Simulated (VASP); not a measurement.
# ZnS (F-43m) in VASP: notebook

ZnS is run at these levels: BLYP; tasks: single point.

Program: VASP 6.6.1. These are calculated values, not measurements. Logs are shortened: lines on timing, memory, paths and dates and some standing lists are left out, and cuts for length are marked.

## (1) The cell of the first run

Symmetry: F-43m, No. 216, cubic system. Conventional cell: a = 5.331 Å, b = 5.331 Å, c = 5.331 Å, α = 90.00°, β = 90.00°, γ = 90.00°. Zn (site symmetry -43m) has 4 S at 2.31 Å within 3.1 Å. Within 3.1 Å of S (site symmetry -43m) lie 4 Zn at 2.31 Å.

## (2) Single point, BLYP

Input file INCAR:

```
SYSTEM = ZnS
AGGAC = 1.0
AGGAX = 1.0
ALDAC = 0.0
ALDAX = 1.0
ALGO = Normal
EDIFF = 1E-7
ENCUT = 520
GGA = B5
ISIF = 2
ISMEAR = -1
LASPH = .TRUE.
LCHARG = .FALSE.
LREAL = .FALSE.
LWAVE = .FALSE.
NBANDS = 16
NELM = 100
PREC = Accurate
SIGMA = 0.05
```

Input file KPOINTS:

```
k-points
0
G
  9 9 9
  0 0 0
```

Input file POSCAR:

```
ZnS
1.0
    0.0000000000      2.6654820099      2.6654820099
    2.6654820099      0.0000000000      2.6654820099
    2.6654820099      2.6654820099      0.0000000000
Zn S
1 1
Direct
    0.7500000000      0.7500000000      0.7500000000
    0.0000000000      0.0000000000      0.0000000000
```

Potentials or basis: VASP PAW PBE potentials, release 64 (Zn, S).

Started as:

```sh
$ cat potpaw_PBE.64/Zn/POTCAR potpaw_PBE.64/S/POTCAR > POTCAR
$ mpirun -np 1 vasp_std > vasp.out
```

OUTCAR:

```text
SYSTEM = ZnS
   EDIFF = 1E-7
   ENCUT = 520
   GGA = B5
   ISIF = 2
   ISMEAR = -1
   LASPH = .TRUE.
   LREAL = .FALSE.
   NELM = 100
   PREC = Accurate

 ion  position               nearest neighbor table
   1  0.750  0.750  0.750-   2 2.31   2 2.31   2 2.31   2 2.31
   2  0.000  0.000  0.000-   1 2.31   1 2.31   1 2.31   1 2.31

  LATTYP: Found a face centered cubic cell.
 ALAT       =     5.3309640198

  Lattice vectors:

 A1 = (   0.0000000000,   2.6654820099,   2.6654820099)
 A2 = (   2.6654820099,   0.0000000000,   2.6654820099)
 A3 = (   2.6654820099,   2.6654820099,   0.0000000000)

Analysis of symmetry for initial positions (statically):
=====================================================================
 Subroutine PRICEL returns:
 Original cell was already a primitive cell.

 Routine SETGRP: Setting up the symmetry group for a
 face centered cubic supercell.

 Subroutine GETGRP returns: Found 24 space group operations
 (whereof 24 operations were pure point group operations)
 out of a pool of 48 trial point group operations.

The static configuration has the point symmetry T_d .

Analysis of symmetry for dynamics (positions and initial velocities):
=====================================================================
 Subroutine PRICEL returns:
 Original cell was already a primitive cell.

 Routine SETGRP: Setting up the symmetry group for a
 face centered cubic supercell.

 Subroutine GETGRP returns: Found 24 space group operations
 (whereof 24 operations were pure point group operations)
 out of a pool of 48 trial point group operations.

The dynamic configuration has the point symmetry T_d .

 Subroutine INISYM returns: Found 24 space group operations
 (whereof 24 operations are pure point group operations),
 and found     1 'primitive' translations

----------------------------------------------------------------------------------------

                                     Primitive cell

  volume of cell :      37.8754

  direct lattice vectors                    reciprocal lattice vectors
     0.000000000  2.665482010  2.665482010    -0.187583333  0.187583333  0.187583333
     2.665482010  0.000000000  2.665482010     0.187583333 -0.187583333  0.187583333
     2.665482010  2.665482010  0.000000000     0.187583333  0.187583333 -0.187583333

  length of vectors
     3.769560809  3.769560809  3.769560809     0.324903864  0.324903864  0.324903864

  position of ions in fractional coordinates (direct lattice)
     0.750000000  0.750000000  0.750000000
     0.000000000  0.000000000  0.000000000

  ion indices of the primitive-cell ions
   primitive index   ion index
                 1           1
                 2           2

----------------------------------------------------------------------------------------

 KPOINTS: k-points

Automatic generation of k-mesh.
 Grid dimensions read from file:
 generate k-points for:    9    9    9

 Generating k-lattice:

  Cartesian coordinates                     Fractional coordinates (reciprocal lattice)
    -0.020842593  0.020842593  0.020842593     0.111111111  0.000000000  0.000000000
     0.020842593 -0.020842593  0.020842593     0.000000000  0.111111111  0.000000000
     0.020842593  0.020842593 -0.020842593     0.000000000  0.000000000  0.111111111

  Length of vectors
     0.036100429  0.036100429  0.036100429

  Shift w.r.t. Gamma in fractional coordinates (k-lattice)
     0.000000000  0.000000000  0.000000000

 Subroutine IBZKPT returns following result:
 ===========================================

 Found     35 irreducible k-points:

 Following reciprocal coordinates:
            Coordinates               Weight
  0.000000  0.000000  0.000000      1.000000
  0.111111  0.000000  0.000000      8.000000
  0.222222  0.000000  0.000000      8.000000
  0.333333  0.000000  0.000000      8.000000
  0.444444  0.000000  0.000000      8.000000
  0.111111  0.111111  0.000000      6.000000
[... 16 lines left out ...]
 -0.333333  0.333333  0.000000     12.000000
  0.444444  0.444444  0.000000      6.000000
 [... further k-points ...]
   k-points           NKPTS =     35   k-points in BZ     NKDIM =     35   number of bands    NBANDS=     16
   number of dos      NEDOS =    301   number of ions     NIONS =      2
   total plane-waves  NPLWV =  21952
   dimension x,y,z NGX =    28 NGY =   28 NGZ =   28
   dimension x,y,z NGXF=    56 NGYF=   56 NGZF=   56
   ions per type =               1   1
   NGX,Y,Z   is equivalent  to a cutoff of  12.35, 12.35, 12.35 a.u.
   NGXF,Y,Z  is equivalent  to a cutoff of  24.70, 24.70, 24.70 a.u.
 SYSTEM =  ZnS
   PREC   = accura    normal or accurate (medium, high low for compatibility)
   ISTART =      0    job   : 0-new  1-cont  2-samecut
   ICHARG =      2    charge: 1-file 2-atom 10-const
   ISPIN  =      1    spin polarized calculation?
   LNONCOLLINEAR =      F non collinear calculations
   LSORBIT =      F    spin-orbit coupling
   LASPH  =      T    aspherical Exc in radial PAW
   ENCUT  =  520.0 eV  38.22 Ry    6.18 a.u.   7.01  7.01  7.01*2*pi/ulx,y,z
   NELM   =    100;   NELMIN=  2; NELMDL= -5     # of ELM steps
   EDIFF  = 0.1E-06   stopping-criterion for ELM
   LREAL  =      F    real-space projection
   EDIFFG = 0.1E-05   stopping-criterion for IOM
   NSW    =      0    number of steps for IOM
   IBRION =     -1    ionic relax: 0-MD 1-quasi-New 2-CG
   NFREE  =      0    steps in history (QN), initial steepest desc. (CG)
   ISIF   =      2    stress and relaxation
   ISYM   =      2    0-nonsym 1-usesym 2-fastsym
   POTIM  = 0.5000    time-step for ionic-motion
   TEBEG  =    0.0;   TEEND  =   0.0 temperature during run
   PSTRESS=    0.0 pullay stress
   NELECT =      18.0000    total number of electrons
   NUPDOWN=      -1.0000    fix difference up-down
   EMIN   =  10.00;   EMAX   =-10.00  energy-range for DOS
   EFERMI =   0.00;   METHOD = LEGACY
   ISMEAR =    -1;   SIGMA  =   0.05  broadening in eV -4-tet -1-fermi 0-gaus
   EFERMI_NEDOS =   21; number of points for ismear=-14 and -15
   IALGO  =     38    algorithm
   IMIX   =      4    mixing-type and parameters
     AMIX     =   0.40;   BMIX     =  1.00
     AMIX_MAG =   1.60;   BMIX_MAG =  1.00
  volume/ion in A,a.u.               =      18.94       127.80
  Fermi-wavevector in a.u.,A,eV,Ry     =   1.277556  2.414231 22.206736  1.632149
  Thomas-Fermi vector in A             =   2.410149
   LORBIT       =      0    0 simple, 1 ext, 2 COOP (PROOUT), +10 PAW based schemes
   GGA     = B5    functional components
   LHFCALC =     F    Hartree Fock is set to
   AEXX    =    0.0000 exact exchange contribution
   IVDW    =     0    specifies the selected vdW correction
   LEPSILON=     F    determine dielectric tensor
   LRPA    =     F    only Hartree local field effects (RPA)
 non-spin polarized calculation
  energy-cutoff  :      520.00
  volume of cell :       37.88
 maximum number of plane-waves:      1032
   NGX = 13   NGY = 13   NGZ = 13

 number of electron      18.0000019 magnetization

 Free energy of the ion-electron system (eV)
  ---------------------------------------------------
  ext. energy  EPLUGINS =         0.00000000
  ---------------------------------------------------
  free energy    TOTEN  =        -5.70797543 eV

  energy without entropy =       -5.70797543  energy(sigma->0) =       -5.70797543

 E-fermi :   3.8836     XC(G=0):  -9.2977

 val. band max:        2.8733960392   @ k =   0.0000   0.0000   0.0000
 cond. band min:       5.1930237477   @ k =   0.0000   0.0000   0.0000
 fundamental gap:      2.3196277085
 Fermi energy:         3.8836253705

 k-point     1 :       0.0000    0.0000    0.0000
  band No.  band energies     occupation
      1     -10.5194      2.00000
      2      -3.7257      2.00000
      3      -3.7257      2.00000
      4      -3.7257      2.00000
      5      -3.1946      2.00000
      6      -3.1946      2.00000
[... 8 lines left out ...]
     15      14.7944      0.00000
     16      15.1132      0.00000

 k-point     2 :       0.1111    0.0000    0.0000
  band No.  band energies     occupation
      1     -10.4212      2.00000
      2      -3.7252      2.00000
      3      -3.7077      2.00000
      4      -3.7077      2.00000
      5      -3.1961      2.00000
      6      -3.1961      2.00000
[... 8 lines left out ...]
     15      14.2839      0.00000
     16      15.7936      0.00000

 k-point     3 :       0.2222    0.0000    0.0000
  band No.  band energies     occupation
      1     -10.1554      2.00000
      2      -3.6946      2.00000
      3      -3.6654      2.00000
      4      -3.6654      2.00000
      5      -3.1949      2.00000
      6      -3.1949      2.00000
[... 8 lines left out ...]
     15      13.9365      0.00000
     16      15.5899      0.00000

 k-point     4 :       0.3333    0.0000    0.0000
  band No.  band energies     occupation
      1      -9.8169      2.00000
      2      -3.6253      2.00000
      3      -3.6253      2.00000
      4      -3.5505      2.00000
      5      -3.1817      2.00000
      6      -3.1817      2.00000
[... 8 lines left out ...]
     15      14.6346      0.00000
     16      15.0668      0.00000

 k-point     5 :       0.4444    0.0000    0.0000
  band No.  band energies     occupation
      1      -9.5690      2.00000
      2      -3.6053      2.00000
      3      -3.6053      2.00000
      4      -3.1755      2.00000
      5      -3.1646      2.00000
      6      -3.1646      2.00000
[... 8 lines left out ...]
     15      16.0694      0.00000
     16      16.0694      0.00000

 k-point     6 :       0.1111    0.1111    0.0000
  band No.  band energies     occupation
      1     -10.3884      2.00000
      2      -3.7424      2.00000
      3      -3.6927      2.00000
      4      -3.6927      2.00000
      5      -3.2091      2.00000
      6      -3.1850      2.00000
[... 8 lines left out ...]
     15      14.9544      0.00000
     16      16.1764      0.00000
[... 267 lines left out ...]
 k-point    21 :       0.4444    0.3333    0.0000
  band No.  band energies     occupation
      1      -9.3708      2.00000
      2      -3.7275      2.00000
      3      -3.4276      2.00000
      4      -3.4140      2.00000
      5      -3.1281      2.00000
      6      -3.0979      2.00000
[... 8 lines left out ...]
     15      16.7063      0.00000
     16      18.5024      0.00000

 k-point    22 :      -0.4444    0.3333    0.0000
  band No.  band energies     occupation
      1      -9.2498      2.00000
      2      -3.6504      2.00000
      3      -3.4254      2.00000
      4      -3.3374      2.00000
      5      -3.1468      2.00000
      6      -2.8812      2.00000
[... 8 lines left out ...]
     15      16.0900      0.00000
     16      18.4034      0.00000

 k-point    23 :      -0.3333    0.3333    0.0000
  band No.  band energies     occupation
      1      -9.2838      2.00000
      2      -3.6088      2.00000
      3      -3.4663      2.00000
      4      -3.2587      2.00000
      5      -3.1784      2.00000
      6      -2.8904      2.00000
[... 8 lines left out ...]
     15      14.7412      0.00000
     16      19.8015      0.00000

 k-point    24 :       0.4444    0.4444    0.0000
  band No.  band energies     occupation
      1      -9.2476      2.00000
      2      -3.7564      2.00000
      3      -3.3738      2.00000
      4      -3.3738      2.00000
      5      -3.1150      2.00000
      6      -3.0224      2.00000
[... 8 lines left out ...]
     15      16.6484      0.00000
     16      18.1530      0.00000

 [... further k-points ...]
[... 5 lines left out ...]
  --------------------------------------------------------------------------------------
  -------------------------------------------------------------------------------------
  Total        2.1949488      2.1949488      2.1949488      0.0000000      0.0000000      0.0000000
  in kB       92.8491030     92.8491030     92.8491030      0.0000000      0.0000000      0.0000000
  external PRESSURE =      92.8491030 kB  Pullay stress =       0.0000000 kB

 VOLUME and BASIS-vectors are now :
 -----------------------------------------------------------------------------
  energy-cutoff  :      520.00
  volume of cell :       37.88
      direct lattice vectors                 reciprocal lattice vectors
     0.000000000  2.665482010  2.665482010    -0.187583333  0.187583333  0.187583333
     2.665482010  0.000000000  2.665482010     0.187583333 -0.187583333  0.187583333
     2.665482010  2.665482010  0.000000000     0.187583333  0.187583333 -0.187583333

 POSITION                                       TOTAL-FORCE (eV/Angst)
 -----------------------------------------------------------------------------------
      3.99822      3.99822      3.99822         0.000000      0.000000      0.000000
      0.00000      0.00000      0.00000        -0.000000     -0.000000     -0.000000
 -----------------------------------------------------------------------------------
    total drift:                                0.000001      0.000001      0.000000

  FREE ENERGIE OF THE ION-ELECTRON SYSTEM (eV)
  ---------------------------------------------------
  free  energy   TOTEN  =        -5.7079754273 eV

  energy  without entropy=       -5.7079754273  energy(sigma->0) =       -5.70797543
```

Run time: 19 s. Hardware: 1 thread of AMD EPYC 9R45 (Zen 5), shared host; peak memory 0.13 GiB.

Results:

* Free energy: -5.7080 eV
* Pressure: 9.3 GPa
* Band gap on the k mesh: 2.32 eV, direct

Caveat: the PAW data sets were made with another functional, which shifts forces and pressure a little.

## (3) Single point, BLYP

This run uses another cell than the first one, of 19.33 Å³/atom, 1.021 times its volume.

Input file INCAR:

```
SYSTEM = ZnS
PREC     = Accurate       ! precision mode
ENCUT    = 520            ! plane-wave cutoff, eV
EDIFF    = 1E-7           ! SCF threshold, eV
ISMEAR   = -1             ! smearing method
SIGMA    = 0.05           ! smearing width, eV
LREAL    = .FALSE.        ! projectors in reciprocal space
LASPH    = .TRUE.         ! aspherical terms in the spheres
NELM     = 80             ! most SCF steps
ALGO     = Normal         ! electronic algorithm
ISIF     = 2              ! what is computed and relaxed
LWAVE    = .FALSE.        ! write WAVECAR
LCHARG   = .TRUE.         ! write CHGCAR
GGA      = B5             ! functional
ALDAX    = 1.0          
AGGAX    = 1.0          
AGGAC    = 1.0          
ALDAC    = 0.0          
LELF     = .TRUE.         ! ELF
LVHAR    = .TRUE.       
NBANDS   = 16             ! bands
```

Input file KPOINTS:

```
regular mesh
0
G
  9 9 9
  0 0 0
```

Input file POSCAR:

```
ZnS
1.0
    0.0000000000      2.6838652254      2.6838652254
    2.6838652254      0.0000000000      2.6838652254
    2.6838652254      2.6838652254      0.0000000000
Zn S
1 1
Direct
    0.7500000000      0.7500000000      0.7500000000
    0.0000000000      0.0000000000      0.0000000000
```

Potentials or basis: VASP PAW PBE potentials, release 64 (Zn, S).

Started as:

```sh
$ cat potpaw_PBE.64/Zn/POTCAR potpaw_PBE.64/S/POTCAR > POTCAR
$ mpirun -np 1 vasp_std > vasp.out
```

It took 20 s on 1 thread of AMD EPYC 9R45 (Zen 5), shared host; peak memory 0.13 GiB.

Results (log left out):

```
Free energy            : -5.7491 eV
Pressure               : 7.3 GPa
Band gap on the k mesh : 2.22 eV, direct
```

Levels at points of the mesh, in eV from the valence-band top:
```
           k point  band 6  band 7  band 8  band 9  band 10  band 11  band 12  band 13
(0.00, 0.00, 0.00)   -6.01    0.00    0.00    0.00     2.22     6.44     6.44     6.44
```

Caveat: the PAW data sets were made with another functional, which shifts forces and pressure a little.
